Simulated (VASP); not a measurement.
# BaTiO3 (Pm-3m) in VASP: single point with r2SCAN+U

Aim: the single point of BaTiO3 with r2SCAN+U.

Everything below comes from runs of VASP 6.6.1. Logs are shortened: lines on timing, memory, paths and dates and some standing lists are left out, and cuts for length are marked.

**1. The cell of the first run**

The structure is cubic, space group Pm-3m (No. 221). The conventional cell has a = 3.961 Å, b = 3.961 Å, c = 3.961 Å, α = 90.00°, β = 90.00°, γ = 90.00°. Ba (site symmetry m-3m) has 12 O at 2.80 Å and 8 Ti at 3.43 Å within 3.7 Å. Ti (site symmetry m-3m) has 6 O at 1.98 Å within 2.6 Å. O (site symmetry 4/mmm) has 2 Ti at 1.98 Å within 2.6 Å. O (site symmetry 4/mmm) has 2 Ti at 1.98 Å within 2.6 Å.

**2. Single point, r2SCAN+U**

POSCAR reads:

```
BaTiO3
1.0
    3.9608209600      0.0000000000      0.0000000000
    0.0000000000      7.9216419300      0.0000000000
    0.0000000000      0.0000000000      3.9608209600
Ba Ti O
2 2 6
Direct
    0.5000000000      0.2500000000      0.5000000000
    0.5000000000      0.7500000000      0.5000000000
    0.0000000000      0.0000000000      0.0000000000
    0.0000000000      0.5000000000      0.0000000000
    0.5000000000      0.0000000000      0.0000000000
    0.5000000000      0.5000000000      0.0000000000
    0.0000000000      0.2500000000      0.0000000000
    0.0000000000      0.7500000000      0.0000000000
    0.0000000000      0.0000000000      0.5000000000
    0.0000000000      0.5000000000      0.5000000000
```

INCAR.step1 reads:

```
SYSTEM = BaTiO3
  ALGO = Normal
  EDIFF = 1E-4
  ENCUT = 520
  GGA = PE
  ISMEAR = -1
  LASPH = .TRUE.
  LCHARG = .FALSE.
  LDAU = .TRUE.
  LDAUJ = 0 0 0
  LDAUL = -1 2 -1
  LDAUTYPE = 2
  LDAUU = 0 1.69 0
  LMAXMIX = 4
  LREAL = .FALSE.
  LWAVE = .TRUE.
  NBANDS = 51
  NELM = 150
  PREC = Accurate
  SIGMA = 0.089
```

INCAR.step2 reads:

```
SYSTEM = BaTiO3
  ALGO = Normal
  EDIFF = 1E-6
  ENCUT = 520
  ISIF = 2
  ISMEAR = -1
  ISTART = 1
  LASPH = .TRUE.
  LCHARG = .TRUE.
  LDAU = .TRUE.
  LDAUJ = 0 0 0
  LDAUL = -1 2 -1
  LDAUPRINT = 1
  LDAUTYPE = 2
  LDAUU = 0 1.69 0
  LELF = .TRUE.
  LMAXMIX = 4
  LMIXTAU = .TRUE.
  LREAL = .FALSE.
  LVHAR = .TRUE.
  LWAVE = .FALSE.
  METAGGA = R2SCAN
  NBANDS = 51
  NELM = 150
  PREC = Accurate
  SIGMA = 0.089
```

KPOINTS reads:

```
k-points
0
G
  7 4 7
  0 0 0
```

Potentials or basis: VASP PAW PBE potentials, release 64 (Ba_sv, Ti_sv, O).

On the command line:

```sh
cat potpaw_PBE.64/Ba_sv/POTCAR potpaw_PBE.64/Ti_sv/POTCAR potpaw_PBE.64/O/POTCAR > POTCAR
cp INCAR.step1 INCAR
mpirun -np 1 vasp_std > vasp.out
cp INCAR.step2 INCAR
mpirun -np 1 vasp_std > vasp.out
```

OUTCAR:

```text
SYSTEM = BaTiO3
   EDIFF = 1E-6
   ENCUT = 520
   ISIF = 2
   ISMEAR = -1
   ISTART = 1
   LASPH = .TRUE.
   LREAL = .FALSE.
   METAGGA = R2SCAN
   NELM = 150
   PREC = Accurate

 ion  position               nearest neighbor table
   1  0.500  0.250  0.500-   7 2.80   7 2.80   7 2.80   7 2.80  10 2.80   5 2.80   6 2.80   6 2.80
                             5 2.80   9 2.80  10 2.80   9 2.80   3 3.43   4 3.43   4 3.43   4 3.43
   2  0.500  0.750  0.500-   8 2.80   8 2.80   8 2.80   8 2.80  10 2.80   5 2.80   6 2.80   6 2.80
                             5 2.80   9 2.80  10 2.80   9 2.80   3 3.43   4 3.43   4 3.43   4 3.43
   3  0.000  0.000  0.000-   5 1.98   9 1.98   9 1.98   5 1.98   8 1.98   7 1.98   1 3.43   2 3.43
                             1 3.43   1 3.43   2 3.43   2 3.43   1 3.43   2 3.43
   4  0.000  0.500  0.000-   6 1.98  10 1.98  10 1.98   6 1.98   8 1.98   7 1.98   1 3.43   2 3.43
                             1 3.43   1 3.43   2 3.43   2 3.43   1 3.43   2 3.43
   5  0.500  0.000  0.000-   3 1.98   3 1.98   1 2.80   1 2.80   2 2.80   2 2.80
   6  0.500  0.500  0.000-   4 1.98   4 1.98   1 2.80   1 2.80   2 2.80   2 2.80
   7  0.000  0.250  0.000-   3 1.98   4 1.98   1 2.80   1 2.80   1 2.80   1 2.80
   8  0.000  0.750  0.000-   3 1.98   4 1.98   2 2.80   2 2.80   2 2.80   2 2.80
   9  0.000  0.000  0.500-   3 1.98   3 1.98   1 2.80   2 2.80   1 2.80   2 2.80
  10  0.000  0.500  0.500-   4 1.98   4 1.98   1 2.80   2 2.80   1 2.80   2 2.80

  LATTYP: Found a simple tetragonal cell.
 ALAT       =     3.9608209600
 C/A-ratio  =     2.0000000025

  Lattice vectors:

 A1 = (  -3.9608209600,   0.0000000000,   0.0000000000)
 A2 = (   0.0000000000,   0.0000000000,   3.9608209600)
 A3 = (   0.0000000000,   7.9216419300,   0.0000000000)

Analysis of symmetry for initial positions (statically):
=====================================================================
 Subroutine PRICEL returns following result:

  LATTYP: Found a simple cubic cell.
 ALAT       =     3.9608209600

  Lattice vectors:

 A1 = (   3.9608209600,   0.0000000000,   0.0000000000)
 A2 = (   0.0000000000,   3.9608209650,   0.0000000000)
[... 239 lines left out ...]
  o =  0.1074  v =  0.0000  0.0000  0.0000  0.0000  0.0000  1.0000  0.0000  0.0000  0.0000  0.0000      0.0000  0.0000  0.0000  0.0000  0.0000  0.0000  0.0000  0.0000  0.0000  0.0000
  o =  0.1074  v =  0.0000  1.0000 -0.0000 -0.0000 -0.0000  0.0000  0.0000  0.0000  0.0000  0.0000      0.0000  0.0000  0.0000  0.0000  0.0000  0.0000  0.0000  0.0000  0.0000  0.0000
  o =  0.1074  v =  0.0000  0.0000  0.0000  0.0000  0.0000  0.0000  1.0000 -0.0000 -0.0000 -0.0000      0.0000  0.0000  0.0000  0.0000  0.0000  0.0000  0.0000  0.0000  0.0000  0.0000
  o =  0.1074  v =  0.0000  0.0000  0.0000  0.0000  0.0000  0.0000 -0.0000 -0.0000 -1.0000 -0.0000      0.0000  0.0000  0.0000  0.0000  0.0000  0.0000  0.0000  0.0000  0.0000  0.0000
  o =  0.1074  v =  0.0000 -0.0000 -0.0000 -1.0000 -0.0000  0.0000  0.0000  0.0000  0.0000  0.0000      0.0000  0.0000  0.0000  0.0000  0.0000  0.0000  0.0000  0.0000  0.0000  0.0000
  o =  0.2460  v =  0.0000  0.0000  0.0000  0.0000  0.0000  0.0000  0.0000  0.5000 -0.0000  0.8660      0.0000  0.0000  0.0000  0.0000  0.0000  0.0000  0.0000  0.0000  0.0000  0.0000
  o =  0.2460  v =  0.0000  0.0000  0.5000 -0.0000  0.8660  0.0000  0.0000  0.0000  0.0000  0.0000      0.0000  0.0000  0.0000  0.0000  0.0000  0.0000  0.0000  0.0000  0.0000  0.0000
  o =  0.2460  v =  0.0000  0.0000  0.0000  0.0000  0.0000  0.0000 -0.0000  0.8660 -0.0000 -0.5000      0.0000  0.0000  0.0000  0.0000  0.0000  0.0000  0.0000  0.0000  0.0000  0.0000
  o =  0.2460  v =  0.0000 -0.0000  0.8660 -0.0000 -0.5000  0.0000  0.0000  0.0000  0.0000  0.0000      0.0000  0.0000  0.0000  0.0000  0.0000  0.0000  0.0000  0.0000  0.0000  0.0000

 number of electron      79.9999960 magnetization

 Free energy of the ion-electron system (eV)
  ---------------------------------------------------
  ext. energy  EPLUGINS =         0.00000000
  ---------------------------------------------------
  free energy    TOTEN  =      -146.10634019 eV

  energy without entropy =     -146.10633958  energy(sigma->0) =     -146.10633988

 E-fermi :   5.0865     XC(G=0): -12.1015

 val. band max:        3.7993234601   @ k =   0.4286   0.0000   0.4286
 cond. band min:       6.2607724897   @ k =   0.0000   0.0000   0.0000
 fundamental gap:      2.4614490297
 Fermi energy:         5.0865441696

 k-point     1 :       0.0000    0.0000    0.0000
  band No.  band energies     occupation
      1     -55.3409      2.00000
      2     -55.3396      2.00000
      3     -30.5601      2.00000
      4     -30.4962      2.00000
      5     -30.4961      2.00000
      6     -30.4961      2.00000
[... 1285 lines left out ...]
     50      11.3418      0.00000
     51      11.7715      0.00000

 [... further k-points ...]

------------------------ aborting loop because EDIFF is reached ----------------------------------------

  FORCE on cell =-STRESS in cart. coord.  units (eV):
  Direction    XX          YY          ZZ          XY          YZ          ZX
  --------------------------------------------------------------------------------------
  -------------------------------------------------------------------------------------
  Total        6.4740772      6.4702847      6.4740772      0.0000000      0.0000000      0.0000000
  in kB       83.4646982     83.4158038     83.4646982      0.0000000      0.0000000      0.0000000
  external PRESSURE =      83.4484001 kB  Pullay stress =       0.0000000 kB

 VOLUME and BASIS-vectors are now :
 -----------------------------------------------------------------------------
  energy-cutoff  :      520.00
  volume of cell :      124.28
      direct lattice vectors                 reciprocal lattice vectors
     3.960820960  0.000000000  0.000000000     0.252472912  0.000000000  0.000000000
     0.000000000  7.921641930  0.000000000     0.000000000  0.126236456  0.000000000
     0.000000000  0.000000000  3.960820960     0.000000000  0.000000000  0.252472912

 POSITION                                       TOTAL-FORCE (eV/Angst)
 -----------------------------------------------------------------------------------
      1.98041      1.98041      1.98041         0.000000     -0.000000      0.000000
      1.98041      5.94123      1.98041        -0.000000      0.000000     -0.000000
      0.00000      0.00000      0.00000        -0.000000     -0.000000      0.000000
      0.00000      3.96082      0.00000        -0.000000     -0.000000      0.000000
      1.98041      0.00000      0.00000        -0.000000      0.000000     -0.000000
      1.98041      3.96082      0.00000        -0.000000      0.000000      0.000000
      0.00000      1.98041      0.00000        -0.000000      0.000000      0.000000
      0.00000      5.94123      0.00000        -0.000000      0.000000      0.000000
      0.00000      0.00000      1.98041         0.000000      0.000000      0.000000
      0.00000      3.96082      1.98041        -0.000000      0.000000      0.000000
 -----------------------------------------------------------------------------------
    total drift:                                0.000000      0.000000      0.000000

  FREE ENERGIE OF THE ION-ELECTRON SYSTEM (eV)
  ---------------------------------------------------
  free  energy   TOTEN  =      -146.1063401866 eV

  energy  without entropy=     -146.1063395787  energy(sigma->0) =     -146.10633988
```

It took 14 min on 1 thread of Intel Xeon 8259CL, shared host; peak memory 0.34 GiB.

What came out:

| Quantity | Value |
| --- | --- |
| Free energy | -146.1063 eV |
| Pressure | 8.3 GPa |
| Band gap on the k mesh | 2.46 eV |

Eigenvalues of the final occupation matrices:
```
    site  spin  trace               eigenvalues
site 3 d     1   0.81  0.11 0.11 0.11 0.25 0.25
site 3 d     2   0.81  0.11 0.11 0.11 0.25 0.25
site 4 d     1   0.81  0.11 0.11 0.11 0.25 0.25
site 4 d     2   0.81  0.11 0.11 0.11 0.25 0.25
```

Caveat: the cell stands under pressure; the PAW data sets were made with another functional, which shifts forces and pressure a little; spin-orbit coupling is left out, which moves the levels of the heavy elements; an odd mesh through Γ misses points on the zone boundary, where band edges can lie.
